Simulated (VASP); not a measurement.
# MgI2 (P-3m1) in VASP: notebook

The runs below take MgI2 through electric field gradients, with PBEsol.

Program: VASP 6.6.1. These are calculated values, not measurements. Logs are shortened: lines on timing, memory, paths and dates and some standing lists are left out, and cuts for length are marked.

### 1 The cell of the first run

Symmetry: P-3m1, No. 164, trigonal system. The conventional cell has a = 4.154 Å, b = 4.154 Å, c = 6.862 Å, α = 90.00°, β = 90.00°, γ = 120.00°. Within 3.8 Å of Mg (site symmetry -3m) lie 6 I at 2.92 Å. Within 3.8 Å of I (site symmetry 3m) lie 3 Mg at 2.92 Å.

### 2 Electric field gradients, PBEsol

File INCAR:

```
ALGO = Normal ; EDIFF = 1E-8
ENCUT = 520 ; GGA = PS
ISIF = 2 ; ISMEAR = -1
LASPH = T ; LCHARG = F
LEFG = T ; LREAL = F
LWAVE = F ; NBANDS = 15
NELM = 80 ; PREC = Accurate
SIGMA = 0.03
```

File KPOINTS:

```
k-points
0
Gamma
  7 7 4
```

File POSCAR:

```
MgI2
1.0
    4.1537001214      0.0000000000      0.0000000000
   -2.0768500607      3.5972098248      0.0000000000
    0.0000000000      0.0000000000      6.8620000000
Mg I
1 2
Direct
    0.0000000000      0.0000000000      0.0000000000
    0.3333333333      0.6666666667      0.7576300000
    0.6666666667      0.3333333333      0.2423700000
```

Potentials or basis: VASP PAW PBE potentials, release 64 (Mg, I).

The run is started by

```sh
$ cat potpaw_PBE.64/Mg/POTCAR potpaw_PBE.64/I/POTCAR > POTCAR
$ mpirun -np 1 vasp_std > vasp.out
```

OUTCAR:

```text
EDIFF = 1E-8
   ENCUT = 520
   GGA = PS
   ISIF = 2
   ISMEAR = -1
   LASPH = T
   LREAL = F
   NELM = 80
   PREC = Accurate

 ion  position               nearest neighbor table
   1  0.000  0.000  0.000-   2 2.92   3 2.92   2 2.92   3 2.92   3 2.92   2 2.92
   2  0.333  0.667  0.758-   1 2.92   1 2.92   1 2.92
   3  0.667  0.333  0.242-   1 2.92   1 2.92   1 2.92

  LATTYP: Found a hexagonal cell.
 ALAT       =     4.1537001214
 C/A-ratio  =     1.6520210413

  Lattice vectors:

 A1 = (   4.1537001214,   0.0000000000,   0.0000000000)
 A2 = (  -2.0768500607,   3.5972098248,   0.0000000000)
 A3 = (   0.0000000000,   0.0000000000,   6.8620000000)

Analysis of symmetry for initial positions (statically):
=====================================================================
 Subroutine PRICEL returns:
 Original cell was already a primitive cell.

 Routine SETGRP: Setting up the symmetry group for a
 hexagonal supercell.

 Subroutine GETGRP returns: Found 12 space group operations
 (whereof 12 operations were pure point group operations)
 out of a pool of 24 trial point group operations.
[... 9 lines left out ...]
 hexagonal supercell.

 Subroutine GETGRP returns: Found 12 space group operations
 (whereof 12 operations were pure point group operations)
 out of a pool of 24 trial point group operations.

The dynamic configuration has the point symmetry D_3d.

 Subroutine INISYM returns: Found 12 space group operations
 (whereof 12 operations are pure point group operations),
 and found     1 'primitive' translations

----------------------------------------------------------------------------------------

                                     Primitive cell

  volume of cell :     102.5302

  direct lattice vectors                    reciprocal lattice vectors
     4.153700121  0.000000000  0.000000000     0.240749205  0.138996618  0.000000000
    -2.076850061  3.597209825  0.000000000     0.000000000  0.277993236  0.000000000
     0.000000000  0.000000000  6.862000000     0.000000000  0.000000000  0.145730108

  length of vectors
     4.153700121  4.153700121  6.862000000     0.277993236  0.277993236  0.145730108

  position of ions in fractional coordinates (direct lattice)
     0.000000000  0.000000000  0.000000000
     0.333333333  0.666666667  0.757630000
     0.666666667  0.333333333  0.242370000

  ion indices of the primitive-cell ions
   primitive index   ion index
                 1           1
                 2           2
                 3           3

----------------------------------------------------------------------------------------

 KPOINTS: k-points

Automatic generation of k-mesh.
 Grid dimensions read from file:
 generate k-points for:    7    7    4

 Generating k-lattice:

  Cartesian coordinates                     Fractional coordinates (reciprocal lattice)
     0.034392744  0.019856660  0.000000000     0.142857143  0.000000000  0.000000000
     0.000000000  0.039713319  0.000000000     0.000000000  0.142857143  0.000000000
     0.000000000  0.000000000  0.036432527     0.000000000  0.000000000  0.250000000

  Length of vectors
     0.039713319  0.039713319  0.036432527

  Shift w.r.t. Gamma in fractional coordinates (k-lattice)
     0.000000000  0.000000000  0.000000000

 Subroutine IBZKPT returns following result:
 ===========================================

 Found     28 irreducible k-points:

 Following reciprocal coordinates:
            Coordinates               Weight
  0.000000  0.000000  0.000000      1.000000
  0.142857 -0.000000  0.000000      6.000000
  0.285714  0.000000  0.000000      6.000000
  0.428571  0.000000  0.000000      6.000000
  0.142857  0.142857  0.000000      6.000000
  0.285714  0.142857  0.000000     12.000000
[... 16 lines left out ...]
  0.285714  0.000000  0.500000      6.000000
  0.428571  0.000000  0.500000      6.000000
 [... further k-points ...]
   k-points           NKPTS =     28   k-points in BZ     NKDIM =     28   number of bands    NBANDS=     15
   number of dos      NEDOS =    301   number of ions     NIONS =      3
   total plane-waves  NPLWV =  55296
   dimension x,y,z NGX =    32 NGY =   32 NGZ =   54
   dimension x,y,z NGXF=    64 NGYF=   64 NGZF=  108
   ions per type =               1   2
   NGX,Y,Z   is equivalent  to a cutoff of  12.81, 12.81, 13.08 a.u.
   NGXF,Y,Z  is equivalent  to a cutoff of  25.62, 25.62, 26.17 a.u.
 SYSTEM =  unknown system
   PREC   = accura    normal or accurate (medium, high low for compatibility)
   ISTART =      0    job   : 0-new  1-cont  2-samecut
   ICHARG =      2    charge: 1-file 2-atom 10-const
   ISPIN  =      1    spin polarized calculation?
   LNONCOLLINEAR =      F non collinear calculations
   LSORBIT =      F    spin-orbit coupling
   LASPH  =      T    aspherical Exc in radial PAW
   ENCUT  =  520.0 eV  38.22 Ry    6.18 a.u.   7.72  7.72 12.76*2*pi/ulx,y,z
   NELM   =     80;   NELMIN=  2; NELMDL= -5     # of ELM steps
   EDIFF  = 0.1E-07   stopping-criterion for ELM
   LREAL  =      F    real-space projection
   EDIFFG = 0.1E-06   stopping-criterion for IOM
   NSW    =      0    number of steps for IOM
   IBRION =     -1    ionic relax: 0-MD 1-quasi-New 2-CG
   NFREE  =      0    steps in history (QN), initial steepest desc. (CG)
   ISIF   =      2    stress and relaxation
   ISYM   =      2    0-nonsym 1-usesym 2-fastsym
   POTIM  = 0.5000    time-step for ionic-motion
   TEBEG  =    0.0;   TEEND  =   0.0 temperature during run
   PSTRESS=    0.0 pullay stress
   NELECT =      16.0000    total number of electrons
   NUPDOWN=      -1.0000    fix difference up-down
   EMIN   =  10.00;   EMAX   =-10.00  energy-range for DOS
   EFERMI =   0.00;   METHOD = LEGACY
   ISMEAR =    -1;   SIGMA  =   0.03  broadening in eV -4-tet -1-fermi 0-gaus
   EFERMI_NEDOS =   21; number of points for ismear=-14 and -15
   IALGO  =     38    algorithm
   IMIX   =      4    mixing-type and parameters
     AMIX     =   0.40;   BMIX     =  1.00
     AMIX_MAG =   1.60;   BMIX_MAG =  1.00
  volume/ion in A,a.u.               =      34.18       230.64
  Fermi-wavevector in a.u.,A,eV,Ry     =   0.881382  1.665571 10.569477  0.776835
  Thomas-Fermi vector in A             =   2.001871
   LORBIT       =      0    0 simple, 1 ext, 2 COOP (PROOUT), +10 PAW based schemes
   GGA     = PS    functional components
   LHFCALC =     F    Hartree Fock is set to
   AEXX    =    0.0000 exact exchange contribution
   IVDW    =     0    specifies the selected vdW correction
   LEPSILON=     F    determine dielectric tensor
   LRPA    =     F    only Hartree local field effects (RPA)
 non-spin polarized calculation
  energy-cutoff  :      520.00
  volume of cell :      102.53
 maximum number of plane-waves:      2798
 NGX is ok and might be reduce to    32
   NGX = 15   NGY = 15   NGZ = 25

 number of electron      16.0000001 magnetization

 Free energy of the ion-electron system (eV)
  ---------------------------------------------------
  ext. energy  EPLUGINS =         0.00000000
  ---------------------------------------------------
  free energy    TOTEN  =        -8.42024956 eV

  energy without entropy =       -8.42024956  energy(sigma->0) =       -8.42024956

 E-fermi :   2.8476     XC(G=0):  -8.3741

 val. band max:        2.2355322932   @ k =   0.0000   0.0000   0.0000
 cond. band min:       5.6977535738   @ k =   0.4286   0.0000   0.2500
 fundamental gap:      3.4622212806
 Fermi energy:         2.8476227260

 k-point     1 :       0.0000    0.0000    0.0000
  band No.  band energies     occupation
      1      -9.8994      2.00000
      2      -9.1796      2.00000
      3      -1.3575      2.00000
      4       1.7543      2.00000
      5       1.7543      2.00000
      6       2.1433      2.00000
      7       2.1433      2.00000
      8       2.2355      2.00000
      9       5.8049      0.00000
     10       6.8572      0.00000
     11       8.8545      0.00000
     12       8.8545      0.00000
     13       9.6203      0.00000
     14      10.2995      0.00000
     15      10.2995      0.00000
[... 397 lines left out ...]
 k-point    24 :       0.4286    0.0000    0.5000
  band No.  band energies     occupation
      1      -9.1643      2.00000
      2      -9.0364      2.00000
      3      -1.4223      2.00000
      4      -0.9398      2.00000
      5       1.0195      2.00000
      6       1.0519      2.00000
      7       1.3970      2.00000
      8       1.5391      2.00000
      9       5.7804      0.00000
     10       7.3138      0.00000
     11       7.9460      0.00000
     12       8.3086      0.00000
     13       9.8987      0.00000
     14      11.9620      0.00000
     15      12.2072      0.00000

 [... further k-points ...]
[... 5 lines left out ...]
  --------------------------------------------------------------------------------------
  -------------------------------------------------------------------------------------
  Total       -0.2207283     -0.2207283      0.0339010      0.0000000     -0.0000000      0.0000000
  in kB       -3.4491888     -3.4491888      0.5297499      0.0000000     -0.0000000      0.0000000
  external PRESSURE =      -2.1228759 kB  Pullay stress =       0.0000000 kB

 VOLUME and BASIS-vectors are now :
 -----------------------------------------------------------------------------
  energy-cutoff  :      520.00
  volume of cell :      102.53
      direct lattice vectors                 reciprocal lattice vectors
     4.153700121  0.000000000  0.000000000     0.240749205  0.138996618  0.000000000
    -2.076850061  3.597209825  0.000000000     0.000000000  0.277993236  0.000000000
     0.000000000  0.000000000  6.862000000     0.000000000  0.000000000  0.145730108

 POSITION                                       TOTAL-FORCE (eV/Angst)
 -----------------------------------------------------------------------------------
      0.00000      0.00000      0.00000         0.000000      0.000000     -0.000000
     -0.00000      2.39814      5.19886         0.000000     -0.000000      0.038794
      2.07685      1.19907      1.66314        -0.000000      0.000000     -0.038794
 -----------------------------------------------------------------------------------
    total drift:                               -0.000000      0.000000     -0.000000

  FREE ENERGIE OF THE ION-ELECTRON SYSTEM (eV)
  ---------------------------------------------------
  free  energy   TOTEN  =        -8.4202495646 eV

  energy  without entropy=       -8.4202495646  energy(sigma->0) =       -8.42024956

 Electric field gradients (V/A^2)
---------------------------------------------------------------------
 ion       V_xx      V_yy      V_zz      V_xy      V_xz      V_yz
---------------------------------------------------------------------
   1      -0.133    -0.133     0.265    -0.000    -0.000     0.000
   2      24.484    24.483   -48.967    -0.000     0.000    -0.000
   3      24.484    24.483   -48.967    -0.000     0.000    -0.000
---------------------------------------------------------------------

 Electric field gradients after diagonalization (V/A^2)
 (convention: |V_zz| > |V_xx| > |V_yy|)
----------------------------------------------------------------------
 ion       V_xx      V_yy      V_zz     asymmetry (V_yy - V_xx)/ V_zz
----------------------------------------------------------------------
   1      -0.133    -0.133     0.265       0.000
   2      24.484    24.483   -48.967       0.000
   3      24.484    24.483   -48.967       0.000
----------------------------------------------------------------------

           NMR quadrupolar parameters

 Cq : quadrupolar parameter    Cq=e*Q*V_zz/h
 eta: asymmetry parameters     (V_yy - V_xx)/ V_zz
 Q  : nuclear electric quadrupole moment in mb (millibarn)
----------------------------------------------------------------------
 ion       Cq(MHz)       eta       Q (mb)
----------------------------------------------------------------------
   1       0.001       0.000       1.000
   2      -0.118       0.000       1.000
   3      -0.118       0.000       1.000
----------------------------------------------------------------------
```

It took 21 s on 1 thread of Intel Xeon 6975P-C (Granite Rapids), shared host; peak memory 0.23 GiB.

What came out:

```yaml
Free_energy: -8.4202 eV
Pressure: -0.2 GPa
Largest_force: 0.039 eV/Å
Band_gap_on_the_k_mesh: 3.46 eV, indirect (least direct gap 3.57 eV)
```

Forces in eV/Å, atoms in the order of the input:
```
Mg   0.000  0.000  0.000
I    0.000  0.000  0.039
I    0.000  0.000 -0.039
```

Electric field gradients, principal values (V/Å²):
```
atom   least  middle  greatest (by size)
1 Mg  -0.133  -0.133               0.265
 2 I  24.483  24.484             -48.967
 3 I  24.483  24.484             -48.967
```

Caveat: without QUAD_EFG the Cq values of the log hold for a quadrupole moment of 1 mb, not for the nuclei; the PAW data sets were made with another functional, which shifts forces and pressure a little; spin-orbit coupling is left out, which moves the levels of the heavy elements; this functional lacks dispersion, which binds the layers, so the pressure and a relaxed spacing across them are unreliable.

(Continued in part 2 of 3.)
